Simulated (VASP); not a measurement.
# RbBr in VASP: settings compared, part 2 of 3

VASP 6.6.1. The steps go on from the part before.

## Step 4: Single point, r2SCAN (biaxial xy strain -2.6%)

The input, POSCAR:

```
RbBr
1.0
    0.0000000000      3.7688899461      3.8694968646
    3.7688899461      0.0000000000      3.8694968646
    3.7688899461      3.7688899461      0.0000000000
Rb Br
1 1
Direct
    0.0000000000      0.0000000000      0.0000000000
    0.2500000000      0.2500000000      0.2500000000
```

The input, INCAR.step1:

```
PREC = Accurate ; ENCUT = 520
ISMEAR = 0 ; SIGMA = 0.01
LREAL = False ; LASPH = True
NELM = 80 ; NBANDS = 15
GGA = PE ; ALGO = Normal
EDIFF = 1E-4 ; LWAVE = True
LCHARG = False
```

The input, INCAR.step2:

```
PREC = Accurate ; ENCUT = 520
EDIFF = 1E-6 ; ISMEAR = 0
SIGMA = 0.01 ; LREAL = False
LASPH = True ; NELM = 80
ALGO = Normal ; ISIF = 2
LWAVE = False ; LCHARG = False
METAGGA = R2SCAN ; LMIXTAU = True
NBANDS = 15 ; ISTART = 1
```

The input, KPOINTS:

```
Automatic mesh
0
Gamma
  6 6 6
```

Potentials or basis: VASP PAW PBE potentials, release 64 (Rb_sv, Br).

The run is started by

```sh
$ cat potpaw_PBE.64/Rb_sv/POTCAR potpaw_PBE.64/Br/POTCAR > POTCAR
$ cp INCAR.step1 INCAR
$ mpirun -np 1 vasp_std > vasp.out
$ cp INCAR.step2 INCAR
$ mpirun -np 1 vasp_std > vasp.out
```

OUTCAR:

```text
PREC = Accurate
   ENCUT = 520
   EDIFF = 1E-6
   ISMEAR = 0
   LREAL = False
   LASPH = True
   NELM = 80
   ISIF = 2
   METAGGA = R2SCAN
   ISTART = 1

 ion  position               nearest neighbor table
   1  0.000  0.000  0.000-   2 3.29   2 3.29   2 3.29   2 3.29
   2  0.250  0.250  0.250-   1 3.29   1 3.29   1 3.29   1 3.29

  LATTYP: Found a body centered tetragonal cell.
 ALAT       =     5.3300152769
 C/A-ratio  =     1.4519646431

  Lattice vectors:

 A1 = (  -3.7688899461,   0.0000000000,   3.8694968646)
 A2 = (   3.7688899461,   0.0000000000,   3.8694968646)
 A3 = (   0.0000000000,   3.7688899461,  -3.8694968646)

Analysis of symmetry for initial positions (statically):
=====================================================================
 Subroutine PRICEL returns:
 Original cell was already a primitive cell.

 Routine SETGRP: Setting up the symmetry group for a
 body centered tetragonal supercell.

 Subroutine GETGRP returns: Found  8 space group operations
 (whereof  8 operations were pure point group operations)
 out of a pool of 16 trial point group operations.

The static configuration has the point symmetry D_2d.

Analysis of symmetry for dynamics (positions and initial velocities):
=====================================================================
 Subroutine PRICEL returns:
 Original cell was already a primitive cell.

 Routine SETGRP: Setting up the symmetry group for a
 body centered tetragonal supercell.

 Subroutine GETGRP returns: Found  8 space group operations
 (whereof  8 operations were pure point group operations)
 out of a pool of 16 trial point group operations.

The dynamic configuration has the point symmetry D_2d.

 Subroutine INISYM returns: Found  8 space group operations
 (whereof  8 operations are pure point group operations),
 and found     1 'primitive' translations

----------------------------------------------------------------------------------------

                                     Primitive cell

  volume of cell :     109.9288

  direct lattice vectors                    reciprocal lattice vectors
     0.000000000  3.768889946  3.869496865    -0.132665057  0.132665057  0.129215766
     3.768889946  0.000000000  3.869496865     0.132665057 -0.132665057  0.129215766
     3.768889946  3.768889946  0.000000000     0.132665057  0.132665057 -0.129215766

  length of vectors
     5.401623590  5.401623590  5.330015277     0.227808579  0.227808579  0.227808579

  position of ions in fractional coordinates (direct lattice)
     0.000000000  0.000000000  0.000000000
     0.250000000  0.250000000  0.250000000

  ion indices of the primitive-cell ions
   primitive index   ion index
                 1           1
                 2           2

----------------------------------------------------------------------------------------

 KPOINTS: Automatic mesh

Automatic generation of k-mesh.
 Grid dimensions read from file:
 generate k-points for:    6    6    6

 Generating k-lattice:

  Cartesian coordinates                     Fractional coordinates (reciprocal lattice)
    -0.022110843  0.022110843  0.021535961     0.166666667  0.000000000  0.000000000
     0.022110843 -0.022110843  0.021535961     0.000000000  0.166666667  0.000000000
     0.022110843  0.022110843 -0.021535961    -0.000000000 -0.000000000  0.166666667

  Length of vectors
     0.037968097  0.037968097  0.037968097

  Shift w.r.t. Gamma in fractional coordinates (k-lattice)
     0.000000000  0.000000000  0.000000000

 Subroutine IBZKPT returns following result:
 ===========================================

 Found     30 irreducible k-points:

 Following reciprocal coordinates:
            Coordinates               Weight
  0.000000  0.000000  0.000000      1.000000
  0.166667  0.000000  0.000000      8.000000
  0.333333  0.000000  0.000000      8.000000
  0.500000  0.000000  0.000000      4.000000
  0.166667  0.166667  0.000000      2.000000
  0.333333  0.166667  0.000000      8.000000
[... 16 lines left out ...]
  0.333333  0.000000  0.333333      4.000000
  0.500000  0.000000  0.333333     16.000000
 [... further k-points ...]
   k-points           NKPTS =     30   k-points in BZ     NKDIM =     30   number of bands    NBANDS=     15
   number of dos      NEDOS =    301   number of ions     NIONS =      2
   total plane-waves  NPLWV =  64000
   dimension x,y,z NGX =    40 NGY =   40 NGZ =   40
   dimension x,y,z NGXF=    80 NGYF=   80 NGZF=   80
   ions per type =               1   1
   NGX,Y,Z   is equivalent  to a cutoff of  12.31, 12.31, 12.48 a.u.
   NGXF,Y,Z  is equivalent  to a cutoff of  24.62, 24.62, 24.95 a.u.
 SYSTEM =  unknown system
   PREC   = accura    normal or accurate (medium, high low for compatibility)
   ISTART =      1    job   : 0-new  1-cont  2-samecut
   ICHARG =      0    charge: 1-file 2-atom 10-const
   ISPIN  =      1    spin polarized calculation?
   LNONCOLLINEAR =      F non collinear calculations
   LSORBIT =      F    spin-orbit coupling
   LASPH  =      T    aspherical Exc in radial PAW
   ENCUT  =  520.0 eV  38.22 Ry    6.18 a.u.  10.04 10.04  9.91*2*pi/ulx,y,z
   NELM   =     80;   NELMIN=  2; NELMDL=  0     # of ELM steps
   EDIFF  = 0.1E-05   stopping-criterion for ELM
   LREAL  =      F    real-space projection
   EDIFFG = 0.1E-04   stopping-criterion for IOM
   NSW    =      0    number of steps for IOM
   IBRION =     -1    ionic relax: 0-MD 1-quasi-New 2-CG
   NFREE  =      0    steps in history (QN), initial steepest desc. (CG)
   ISIF   =      2    stress and relaxation
   ISYM   =      2    0-nonsym 1-usesym 2-fastsym
   POTIM  = 0.5000    time-step for ionic-motion
   TEBEG  =    0.0;   TEEND  =   0.0 temperature during run
   PSTRESS=    0.0 pullay stress
   NELECT =      16.0000    total number of electrons
   NUPDOWN=      -1.0000    fix difference up-down
   EMIN   =  10.00;   EMAX   =-10.00  energy-range for DOS
   EFERMI =   0.00;   METHOD = LEGACY
   ISMEAR =     0;   SIGMA  =   0.01  broadening in eV -4-tet -1-fermi 0-gaus
   EFERMI_NEDOS =   21; number of points for ismear=-14 and -15
   IALGO  =     38    algorithm
   IMIX   =      4    mixing-type and parameters
     AMIX     =   0.40;   BMIX     =  1.00
     AMIX_MAG =   1.60;   BMIX_MAG =  1.00
  volume/ion in A,a.u.               =      54.96       370.92
  Fermi-wavevector in a.u.,A,eV,Ry     =   0.861148  1.627333 10.089747  0.741576
  Thomas-Fermi vector in A             =   1.978758
   LORBIT       =      0    0 simple, 1 ext, 2 COOP (PROOUT), +10 PAW based schemes
   METAGGA = R2SCAN    functional components
   LHFCALC =     F    Hartree Fock is set to
   AEXX    =    0.0000 exact exchange contribution
   IVDW    =     0    specifies the selected vdW correction
   LEPSILON=     F    determine dielectric tensor
   LRPA    =     F    only Hartree local field effects (RPA)
 non-spin polarized calculation
 Gauss-broadening in eV      SIGMA  =   0.01
  energy-cutoff  :      520.00
  volume of cell :      109.93
 maximum number of plane-waves:      2994
   NGX = 21   NGY = 21   NGZ = 19

 number of electron      16.0000001 magnetization

 Free energy of the ion-electron system (eV)
  ---------------------------------------------------
  ext. energy  EPLUGINS =         0.00000000
  ---------------------------------------------------
  free energy    TOTEN  =       -30.86918922 eV

  energy without entropy =      -30.86918922  energy(sigma->0) =      -30.86918922

 E-fermi :  -3.2172     XC(G=0):  -6.1493

 val. band max:       -3.3133173231   @ k =   0.5000   0.5000   0.0000
 cond. band min:       1.3807893161   @ k =   0.0000   0.0000   0.0000
 fundamental gap:      4.6941066392
 Fermi energy:        -3.2171974020

 k-point     1 :       0.0000    0.0000    0.0000
  band No.  band energies     occupation
      1     -28.5606      2.00000
      2     -15.6585      2.00000
      3     -12.1282      2.00000
      4     -12.1282      2.00000
      5     -12.1250      2.00000
      6      -3.4385      2.00000
      7      -3.4309      2.00000
      8      -3.4309      2.00000
      9       1.3808      0.00000
     10       5.5359      0.00000
     11       5.7346      0.00000
     12       6.5542      0.00000
     13       6.7140      0.00000
     14       6.7140      0.00000
     15       7.7848      0.00000
[... 397 lines left out ...]
 k-point    24 :       0.5000    0.0000    0.3333
  band No.  band energies     occupation
      1     -28.5566      2.00000
      2     -15.7262      2.00000
      3     -12.1721      2.00000
      4     -12.1589      2.00000
      5     -12.0194      2.00000
      6      -3.6834      2.00000
      7      -3.3754      2.00000
      8      -3.3406      2.00000
      9       3.2082      0.00000
     10       4.0239      0.00000
     11       5.6983      0.00000
     12       6.0774      0.00000
     13       7.0320      0.00000
     14       7.1687      0.00000
     15       7.3590      0.00000

 [... further k-points ...]
[... 5 lines left out ...]
  --------------------------------------------------------------------------------------
  -------------------------------------------------------------------------------------
  Total        0.3615424      0.3615424      0.3739920      0.0000000      0.0000000      0.0000000
  in kB        5.2693669      5.2693669      5.4508156      0.0000000      0.0000000      0.0000000
  external PRESSURE =       5.3298498 kB  Pullay stress =       0.0000000 kB

 VOLUME and BASIS-vectors are now :
 -----------------------------------------------------------------------------
  energy-cutoff  :      520.00
  volume of cell :      109.93
      direct lattice vectors                 reciprocal lattice vectors
     0.000000000  3.768889946  3.869496865    -0.132665057  0.132665057  0.129215766
     3.768889946  0.000000000  3.869496865     0.132665057 -0.132665057  0.129215766
     3.768889946  3.768889946  0.000000000     0.132665057  0.132665057 -0.129215766

 POSITION                                       TOTAL-FORCE (eV/Angst)
 -----------------------------------------------------------------------------------
      0.00000      0.00000      0.00000         0.000000      0.000000      0.000000
      1.88444      1.88444      1.93475        -0.000000     -0.000000     -0.000000
 -----------------------------------------------------------------------------------
    total drift:                               -0.000000     -0.000000     -0.000000

  FREE ENERGIE OF THE ION-ELECTRON SYSTEM (eV)
  ---------------------------------------------------
  free  energy   TOTEN  =       -30.8691892241 eV

  energy  without entropy=      -30.8691892241  energy(sigma->0) =      -30.86918922
```

OUTCAR.step1:

```text
PREC = Accurate
   ENCUT = 520
   ISMEAR = 0
   LREAL = False
   LASPH = True
[... 654 lines left out ...]
      0.00000      0.00000      0.00000         0.000000      0.000000      0.000000
      1.88444      1.88444      1.93475        -0.000000     -0.000000      0.000000
 -----------------------------------------------------------------------------------
    total drift:                               -0.000000     -0.000000     -0.000000

  FREE ENERGIE OF THE ION-ELECTRON SYSTEM (eV)
  ---------------------------------------------------
  free  energy   TOTEN  =        -5.9111497888 eV

  energy  without entropy=       -5.9111497888  energy(sigma->0) =       -5.91114979
```

Wall time 5.6 min (1 thread of Intel Xeon Platinum 8259CL at 2.50GHz (Skylake/Cascade Lake), shared host); peak memory 0.28 GiB.

Results:

- Free energy: -30.8692 eV
- Pressure: 0.5 GPa
- Band gap on the k mesh: 4.69 eV, indirect (least direct gap 4.81 eV)

Levels at points of the mesh, in eV from the valence-band top:
```tsv
k point	band 6	band 7	band 8	band 9	band 10	band 11
(0.00, 0.00, 0.00)	-0.13	-0.12	-0.12	4.69	8.85	9.05
(0.50, 0.00, 0.00)	-0.32	-0.07	-0.06	7.03	7.08	8.50
(0.50, 0.50, 0.00)	-0.44	0.00	0.00	6.39	7.31	9.58
(0.50, 0.00, 0.50)	-0.43	-0.02	-0.01	6.43	7.34	9.73
```

Caveat: the cell differs from its parent crystal (biaxial xy strain -2.6%); the PAW data sets were made with another functional, which shifts forces and pressure a little. A k mesh can miss the band edges.

## Step 5: Single point, PBE (shear xy strain -3.0%)

The input, INCAR:

```
SYSTEM = RbBr
ALGO = Normal ; EDIFF = 1E-6
ENCUT = 520 ; GGA = PE
ISIF = 2 ; ISMEAR = -1
LASPH = .True. ; LCHARG = .False.
LREAL = .False. ; LWAVE = .False.
NBANDS = 15 ; NELM = 100
PREC = Accurate ; SIGMA = 0.02
```

The input, KPOINTS:

```
k-points
0
Gamma
  6 6 6
  0 0 0
```

The input, POSCAR:

```
RbBr
1.0
   -0.0588163523      3.8694968646      3.8694968646
    3.8694968646     -0.0588163523      3.8694968646
    3.8106805123      3.8106805123      0.0000000000
Rb Br
1 1
Direct
   -0.0034033722     -0.0034033722      0.0034033722
    0.2534033722      0.2534033722      0.2465966278
```

The run is started by

```sh
$ cat potpaw_PBE.64/Rb_sv/POTCAR potpaw_PBE.64/Br/POTCAR > POTCAR
$ mpirun -np 1 vasp_std > vasp.out
```

Wall time 2.1 min (1 thread of Intel Xeon Platinum 8259CL at 2.50GHz (Skylake/Cascade Lake), shared host); peak memory 0.28 GiB.

Results (log left out):

* Free energy: -5.9269 eV
* Pressure: 0.2 GPa
* Band gap on the k mesh: 4.06 eV, indirect (least direct gap 4.14 eV)

Stress tensor (GPa, compression positive):
```
0.18 0.06 0.00
0.06 0.18 0.00
0.00 0.00 0.18
```

Levels at points of the mesh, in eV from the valence-band top:
| k point | band 6 | band 7 | band 8 | band 9 | band 10 | band 11 |
| --- | --- | --- | --- | --- | --- | --- |
| (0.00, 0.00, 0.00) | -0.12 | -0.10 | -0.09 | 4.06 | 8.14 | 8.15 |
| (0.50, 0.00, 0.00) | -0.32 | -0.05 | -0.04 | 6.24 | 6.43 | 7.70 |
| (0.50, 0.50, 0.00) | -0.41 | -0.03 | 0.00 | 5.90 | 6.71 | 8.41 |
| (0.00, 0.00, 0.50) | -0.30 | -0.07 | -0.06 | 6.27 | 6.50 | 7.68 |
| (0.50, 0.00, 0.50) | -0.41 | -0.02 | -0.02 | 5.91 | 6.72 | 8.41 |

Caveat: the cell differs from its parent crystal (shear xy strain -3.0%). A k mesh can miss the band edges.

[end of part 2 of 3]
